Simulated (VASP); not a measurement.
## TaV: single point with PBE

TaV:

```xyz
2
Lattice="3.1690 0.0000 0.0000 0.0000 3.1690 0.0000 0.0000 0.0000 3.1690" Properties=species:S:1:pos:R:3 pbc="T T T"
Ta    0.0000    0.0000    0.0000
V     1.5845    1.5845    1.5845
```

```json
{"Program": "VASP 6.6.1", "Task": "single point", "Functional": "PBE", "Potentials or basis": "VASP PAW PBE potentials, release 64 (Ta_pv, V_sv)", "Cutoff": "520 eV", "k mesh": "8 × 8 × 8", "Occupations": "gaussian, width 0.05 eV", "Spin": "collinear spin, ferromagnetic start", "Starting moments": "[0.0, 1.5] μB"}
```

The pressure is 0.7 GPa and the net moment is -0.06 μB per cell. The site moments are Ta -0.01; V -0.03 μB. The valence electrons inside the program's atomic spheres are Ta 8.92; V 11.63.

Levels at points of the mesh, in eV from the Fermi level:
Spin up:
```
           k point  band 10  band 11  band 12  band 13  band 14  band 15
(0.00, 0.00, 0.00)    -3.37     0.52     0.52     0.52     2.93     2.93
(0.50, 0.00, 0.00)    -0.92    -0.53     0.78     0.78     1.37     1.37
(0.50, 0.50, 0.00)    -1.23    -1.23     1.57     1.57     2.42     2.47
(0.50, 0.50, 0.50)    -1.79    -0.65    -0.65    -0.65     2.48     2.48
```
Spin down:
```tsv
k point	band 8	band 9	band 10	band 11	band 12	band 13	band 14	band 15	band 16	band 17
(0.00, 0.00, 0.00)	-7.36	-3.38	-3.38	0.49	0.49	0.49	2.92	2.92	5.39	5.39
(0.50, 0.00, 0.00)	-4.13	-2.57	-0.92	-0.55	0.74	0.74	1.35	1.35	1.58	3.01
(0.50, 0.50, 0.00)	-3.83	-3.72	-1.26	-1.26	1.55	1.55	2.39	2.45	3.31	5.51
(0.50, 0.50, 0.50)	-1.80	-1.80	-1.80	-0.68	-0.68	-0.68	2.45	2.45	5.76	5.76
```

Wall time 43 s on 1 thread of AMD EPYC 9R45 96-Core Processor (Zen 5), on a shared host, peak memory 0.15 GiB.

Caveat: spin-orbit coupling is left out, which moves the levels of the heavy elements.
